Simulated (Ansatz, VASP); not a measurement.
HfNb3F in VASP and in Ansatz

```
Hf Nb F
1.0
     4.26315    0.00000    0.00000
     0.00000    4.26315    0.00000
     0.00000    0.00000    4.26315
Hf Nb F
1 3 1
Direct
  0.00000 0.00000 0.00000
  0.00000 0.50000 0.50000
  0.50000 0.00000 0.50000
  0.50000 0.50000 0.00000
  0.50000 0.50000 0.50000
```

Change from the starting cell: species swapped into the SmBRh3 type (Pm-3m, No. 221).

Alike in both runs: task single point; functional PBE; k mesh 4 × 4 × 4; occupations gaussian, width 0.1 eV; no spin polarisation.

|  | VASP | Ansatz |
| --- | --- | --- |
| version | VASP 6.6.1 | Ansatz 0.2.0 |
| potentials or method | VASP PAW PBE potentials, release 64 (Hf_pv, Nb_sv, F), cutoff 600 eV | scalar-relativistic, plane waves, PAW |
| valence electrons in the cell | 56 | 72 |

|  | VASP | Ansatz | Ansatz less VASP |
| --- | --- | --- | --- |
| gap on the k mesh at the Fermi level (eV) | none | none | - |
| pressure (GPa) | 18.3 | 18.8 | +0.53 |

A gap of «none» marks a metal or a gap that the smearing closes. VASP's potentials hold 56 valence electrons a cell and Ansatz's 72, so a difference there can come from the potentials and not from the codes.

The k mesh is coarse, so the values compare programs but aren't converged. Neither program's run includes spin-orbit coupling.
